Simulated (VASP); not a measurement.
Runs of VASP 6.6.1 on GaP. The structure is that of space group I-4m2 (No. 119), or close to it. The cells are those of the table. 

| cell | gap on the mesh (eV) | pressure (GPa) |
| --- | --- | --- |
| a = 3.778, b = 3.778, c = 3.854 Å, angles 59.3, 59.3, 61.3°, 2 atoms | (d) | 6.3 |
| a = 3.624, b = 3.624, c = 3.700 Å, angles 59.3, 59.3, 61.4°, 2 atoms | (c) | 22.8 |
| a = 3.703, b = 3.703, c = 3.854 Å, angles 58.6, 58.6, 62.7°, 2 atoms | 0.69 | 10.9 |
| a = 3.784, b = 3.784, c = 3.546 Å, angles 62.1, 62.1, 55.9°, 2 atoms | (a) | (b) |
| a = 3.703, b = 3.703, c = 3.546 Å, angles 61.4, 61.4, 57.2°, 2 atoms | 0.84 | 22.9 |
| a = 3.866, b = 3.866, c = 3.546 Å, angles 62.7, 62.7, 54.6°, 2 atoms | 0.66 | 11.2 |

Alike in all rows: task single point; level PBE; potentials or basis VASP PAW PBE potentials, release 64 (Ga_d, P); no spin polarisation; k mesh 8 × 8 × 8; cutoff (eV) 520; smearing gaussian 0.05 eV.

Task: Fill in the values left out.

Result: (a) 0.76; (b) 16.5; (c) 0.86; (d) 1.18.

A k mesh can miss the band edges, and the runs leave out spin-orbit coupling on Ga.
